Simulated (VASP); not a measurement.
# TiAl (Pmmm) in VASP: further runs, part 2 of 2

VASP 6.6.1.

**3. Single point, LDA (normal strain along x -0.1100, normal strain along y +0.0275)**

Contents of INCAR:

```
SYSTEM = TiAl
ALGO = Fast ; EDIFF = 1E-6
ENCUT = 520 ; ISIF = 2
ISMEAR = 0 ; LASPH = .True.
LCHARG = .False. ; LREAL = .False.
LWAVE = .False. ; NBANDS = 14
NELM = 80 ; PREC = Accurate
SIGMA = 0.15
```

Contents of KPOINTS:

```
k-points
0
Gamma
  14 14 14
  0 0 0
```

Contents of POSCAR:

```
TiAl
1.0
    2.7804367431      0.0000000000      0.0000000000
    0.0000000000      3.2099985995      0.0000000000
    0.0000000000      0.0000000000      3.1240862282
Ti Al
1 1
Direct
    0.0000000000      0.0000000000      0.0000000000
    0.5000000000      0.5000000000      0.5000000000
```

Potentials or basis: VASP PAW LDA potentials, release 64 (Ti_sv, Al).

The run is started by

```bash
cat potpaw_LDA.64/Ti_sv/POTCAR potpaw_LDA.64/Al/POTCAR > POTCAR
mpirun -np 1 vasp_std > vasp.out
```

OUTCAR:

```text
SYSTEM = TiAl
   EDIFF = 1E-6
   ENCUT = 520
   ISIF = 2
   ISMEAR = 0
   LASPH = .True.
   LREAL = .False.
   NELM = 80
   PREC = Accurate

 ion  position               nearest neighbor table
   1  0.000  0.000  0.000-   2 2.64   2 2.64   2 2.64   2 2.64   2 2.64   2 2.64   2 2.64   2 2.64

   2  0.500  0.500  0.500-   1 2.64   1 2.64   1 2.64   1 2.64   1 2.64   1 2.64   1 2.64   1 2.64

  LATTYP: Found a simple orthorhombic cell.
 ALAT       =     2.7804367431
 B/A-ratio  =     1.1235955056
 C/A-ratio  =     1.1544943820

  Lattice vectors:

 A1 = (  -2.7804367431,   0.0000000000,   0.0000000000)
 A2 = (   0.0000000000,   0.0000000000,   3.1240862282)
 A3 = (   0.0000000000,   3.2099985995,   0.0000000000)

Analysis of symmetry for initial positions (statically):
=====================================================================
 Subroutine PRICEL returns:
 Original cell was already a primitive cell.

 Routine SETGRP: Setting up the symmetry group for a
 simple orthorhombic supercell.

 Subroutine GETGRP returns: Found  8 space group operations
 (whereof  8 operations were pure point group operations)
 out of a pool of  8 trial point group operations.

The static configuration has the point symmetry D_2h.

Analysis of symmetry for dynamics (positions and initial velocities):
=====================================================================
 Subroutine PRICEL returns:
 Original cell was already a primitive cell.

 Routine SETGRP: Setting up the symmetry group for a
 simple orthorhombic supercell.

 Subroutine GETGRP returns: Found  8 space group operations
 (whereof  8 operations were pure point group operations)
 out of a pool of  8 trial point group operations.

The dynamic configuration has the point symmetry D_2h.

 Subroutine INISYM returns: Found  8 space group operations
 (whereof  8 operations are pure point group operations),
 and found     1 'primitive' translations

----------------------------------------------------------------------------------------

                                     Primitive cell

  volume of cell :      27.8831

  direct lattice vectors                    reciprocal lattice vectors
     2.780436743  0.000000000  0.000000000     0.359655728  0.000000000  0.000000000
     0.000000000  3.209998599  0.000000000     0.000000000  0.311526616  0.000000000
     0.000000000  0.000000000  3.124086228     0.000000000  0.000000000  0.320093598

  length of vectors
     2.780436743  3.209998599  3.124086228     0.359655728  0.311526616  0.320093598

  position of ions in fractional coordinates (direct lattice)
     0.000000000  0.000000000  0.000000000
     0.500000000  0.500000000  0.500000000

  ion indices of the primitive-cell ions
   primitive index   ion index
                 1           1
                 2           2

----------------------------------------------------------------------------------------

 KPOINTS: k-points

Automatic generation of k-mesh.
 Grid dimensions read from file:
 generate k-points for:   14   14   14

 Generating k-lattice:

  Cartesian coordinates                     Fractional coordinates (reciprocal lattice)
     0.025689695  0.000000000  0.000000000     0.071428571  0.000000000  0.000000000
     0.000000000  0.022251901  0.000000000     0.000000000  0.071428571  0.000000000
     0.000000000  0.000000000  0.022863828     0.000000000  0.000000000  0.071428571

  Length of vectors
     0.025689695  0.022251901  0.022863828

  Shift w.r.t. Gamma in fractional coordinates (k-lattice)
     0.000000000  0.000000000  0.000000000

 Subroutine IBZKPT returns following result:
 ===========================================

 Found    512 irreducible k-points:

 Following reciprocal coordinates:
            Coordinates               Weight
  0.000000  0.000000  0.000000      1.000000
  0.071429  0.000000  0.000000      2.000000
  0.142857  0.000000  0.000000      2.000000
  0.214286  0.000000  0.000000      2.000000
  0.285714  0.000000  0.000000      2.000000
  0.357143  0.000000  0.000000      2.000000
[... 16 lines left out ...]
  0.428571  0.142857  0.000000      4.000000
  0.500000  0.142857  0.000000      2.000000
 [... further k-points ...]
   k-points           NKPTS =    512   k-points in BZ     NKDIM =    512   number of bands    NBANDS=     14
   number of dos      NEDOS =    301   number of ions     NIONS =      2
   total plane-waves  NPLWV =  13824
   dimension x,y,z NGX =    24 NGY =   24 NGZ =   24
   dimension x,y,z NGXF=    48 NGYF=   48 NGZF=   48
   ions per type =               1   1
   NGX,Y,Z   is equivalent  to a cutoff of  14.35, 12.43, 12.77 a.u.
   NGXF,Y,Z  is equivalent  to a cutoff of  28.70, 24.86, 25.54 a.u.
 SYSTEM =  TiAl
   PREC   = accura    normal or accurate (medium, high low for compatibility)
   ISTART =      0    job   : 0-new  1-cont  2-samecut
   ICHARG =      2    charge: 1-file 2-atom 10-const
   ISPIN  =      1    spin polarized calculation?
   LNONCOLLINEAR =      F non collinear calculations
   LSORBIT =      F    spin-orbit coupling
   LASPH  =      T    aspherical Exc in radial PAW
   ENCUT  =  520.0 eV  38.22 Ry    6.18 a.u.   5.17  5.97  5.81*2*pi/ulx,y,z
   NELM   =     80;   NELMIN=  2; NELMDL= -5     # of ELM steps
   EDIFF  = 0.1E-05   stopping-criterion for ELM
   LREAL  =      F    real-space projection
   EDIFFG = 0.1E-04   stopping-criterion for IOM
   NSW    =      0    number of steps for IOM
   IBRION =     -1    ionic relax: 0-MD 1-quasi-New 2-CG
   NFREE  =      0    steps in history (QN), initial steepest desc. (CG)
   ISIF   =      2    stress and relaxation
   ISYM   =      2    0-nonsym 1-usesym 2-fastsym
   POTIM  = 0.5000    time-step for ionic-motion
   TEBEG  =    0.0;   TEEND  =   0.0 temperature during run
   PSTRESS=    0.0 pullay stress
   NELECT =      15.0000    total number of electrons
   NUPDOWN=      -1.0000    fix difference up-down
   EMIN   =  10.00;   EMAX   =-10.00  energy-range for DOS
   EFERMI =   0.00;   METHOD = LEGACY
   ISMEAR =     0;   SIGMA  =   0.15  broadening in eV -4-tet -1-fermi 0-gaus
   EFERMI_NEDOS =   21; number of points for ismear=-14 and -15
   IALGO  =     68    algorithm
   IMIX   =      4    mixing-type and parameters
     AMIX     =   0.40;   BMIX     =  1.00
     AMIX_MAG =   1.60;   BMIX_MAG =  1.00
  volume/ion in A,a.u.               =      13.94        94.08
  Fermi-wavevector in a.u.,A,eV,Ry     =   1.331450  2.516076 24.119863  1.772760
  Thomas-Fermi vector in A             =   2.460460
   LORBIT       =      0    0 simple, 1 ext, 2 COOP (PROOUT), +10 PAW based schemes
   GGA     = CA    functional components
   LHFCALC =     F    Hartree Fock is set to
   AEXX    =    0.0000 exact exchange contribution
   IVDW    =     0    specifies the selected vdW correction
   LEPSILON=     F    determine dielectric tensor
   LRPA    =     F    only Hartree local field effects (RPA)
 non-spin polarized calculation
 RMM-DIIS sequential band-by-band and
 Gauss-broadening in eV      SIGMA  =   0.15
  energy-cutoff  :      520.00
  volume of cell :       27.88
 maximum number of plane-waves:       768
 NGX is ok and might be reduce to    24
   NGX = 11   NGY = 11   NGZ = 11

 number of electron      14.9999998 magnetization

 Free energy of the ion-electron system (eV)
  ---------------------------------------------------
  ext. energy  EPLUGINS =         0.00000000
  ---------------------------------------------------
  free energy    TOTEN  =       -13.22424389 eV

  energy without entropy =      -13.19765700  energy(sigma->0) =      -13.21095045

 E-fermi :  10.0127     XC(G=0): -11.9413

 val. band max:       10.0118805751   @ k =   0.3571   0.0714   0.1429
 cond. band min:      10.0162188056   @ k =   0.3571   0.0714   0.3571
 fundamental gap:      0.0043382305
 Fermi energy:        10.0127172362

 k-point     1 :       0.0000    0.0000    0.0000
  band No.  band energies     occupation
      1     -45.8012      2.00000
      2     -22.4508      2.00000
      3     -22.4211      2.00000
      4     -22.1547      2.00000
      5       0.2713      2.00000
      6       8.1062      2.00000
      7       8.4602      2.00000
      8      11.6863      0.00000
      9      12.5169      0.00000
     10      12.6264      0.00000
     11      13.6586      0.00000
     12      14.3798      0.00000
     13      18.1196      0.00000
     14      19.2475      0.00000
[... 377 lines left out ...]
      1     -45.7218      2.00000
      2     -22.7473      2.00000
      3     -22.4156      2.00000
      4     -22.3544      2.00000
      5       4.9831      2.00000
      6       5.1385      2.00000
      7       9.3681      2.00000
      8       9.7622      1.98182
      9       9.9794      1.24690
     10      11.8705      0.00000
     11      14.5926      0.00000
     12      16.9860      0.00000
     13      17.9574      0.00000
     14      20.3363      0.00000

 [... further k-points ...]
[... 5 lines left out ...]
  --------------------------------------------------------------------------------------
  -------------------------------------------------------------------------------------
  Total        2.5269395      2.8394708      2.1002274      0.0000000      0.0000000     -0.0000000
  in kB      145.1993120    163.1575259    120.6801991      0.0000000      0.0000000     -0.0000000
  external PRESSURE =     143.0123457 kB  Pullay stress =       0.0000000 kB

 VOLUME and BASIS-vectors are now :
 -----------------------------------------------------------------------------
  energy-cutoff  :      520.00
  volume of cell :       27.88
      direct lattice vectors                 reciprocal lattice vectors
     2.780436743  0.000000000  0.000000000     0.359655728  0.000000000  0.000000000
     0.000000000  3.209998599  0.000000000     0.000000000  0.311526616  0.000000000
     0.000000000  0.000000000  3.124086228     0.000000000  0.000000000  0.320093598

 POSITION                                       TOTAL-FORCE (eV/Angst)
 -----------------------------------------------------------------------------------
      0.00000      0.00000      0.00000         0.000000      0.000000      0.000000
      1.39022      1.60500      1.56204         0.000000      0.000000      0.000000
 -----------------------------------------------------------------------------------
    total drift:                                0.000000      0.000000      0.000000

  FREE ENERGIE OF THE ION-ELECTRON SYSTEM (eV)
  ---------------------------------------------------
  free  energy   TOTEN  =       -13.2242438903 eV

  energy  without entropy=      -13.1976570049  energy(sigma->0) =      -13.21095045
```

Run time: 87 s. Hardware: 1 thread of Intel Xeon 6975P-C (Granite Rapids), shared host; peak memory 0.3 GiB.

Results:

* Free energy: -13.2242 eV
* Pressure: 14.3 GPa

Stress tensor (GPa, compression positive):
```
14.52  0.00  0.00
 0.00 16.32  0.00
 0.00  0.00 12.07
```

Caveat: the cell differs from its parent crystal (normal strain along x -0.1100, normal strain along y +0.0275).
